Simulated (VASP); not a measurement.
Ta3N, 4 atoms in the cell. Symmetry: Cm, No. 8, monoclinic system. The conventional cell has a = 5.234 Å, b = 3.022 Å, c = 7.558 Å, α = 90.00°, β = 90.00°, γ = 90.00°. Within 4.0 Å of Ta (site symmetry m) lie 12 Ta at 3.01 to 3.02 Å and 2 N at 3.78 Å. Ta (site symmetry m) has 3 N at 2.18 to 2.20 Å and 12 Ta at 3.01 to 3.17 Å within 3.2 Å. Ta (site symmetry m) has 3 N at 2.18 Å within 2.9 Å. N (site symmetry m) has 6 Ta at 2.18 to 2.20 Å within 2.9 Å.  This cell differs from its parent crystal: atom 2 (Ta) moved -0.020 Å towards its neighbour atom 4 (N) at 2.183 Å.

```yaml
Program: VASP 6.6.1
Task: single point
Functional: PBE
Potentials_or_basis: VASP PAW PBE potentials, release 64 (Ta_pv, N)
Cutoff: 520 eV
k_mesh: 18 × 18 × 6
Occupations: gaussian, width 0.15 eV
Spin: no spin polarisation
Dipole_correction: no
Further_INCAR_settings: ALGO = Normal; EDIFF = 1e-07; NBANDS = 27
```

Potentials or basis: VASP PAW PBE potentials, release 64 (Ta_pv, N).

Launch:

```bash
$ cat potpaw_PBE.64/Ta_pv/POTCAR potpaw_PBE.64/N/POTCAR > POTCAR
$ mpirun -np 1 vasp_std > vasp.out
```

Hardware: 1 thread of AMD EPYC 9R45 96-Core Processor (Zen 5), with other jobs on the host.

Question: How long does it take, and how much memory?

Answer: Run time: 6.3 min on 1 thread of AMD EPYC 9R45 96-Core Processor (Zen 5), on a shared host, peak memory 0.69 GiB. Counts: scf iterations 16, k points 524.
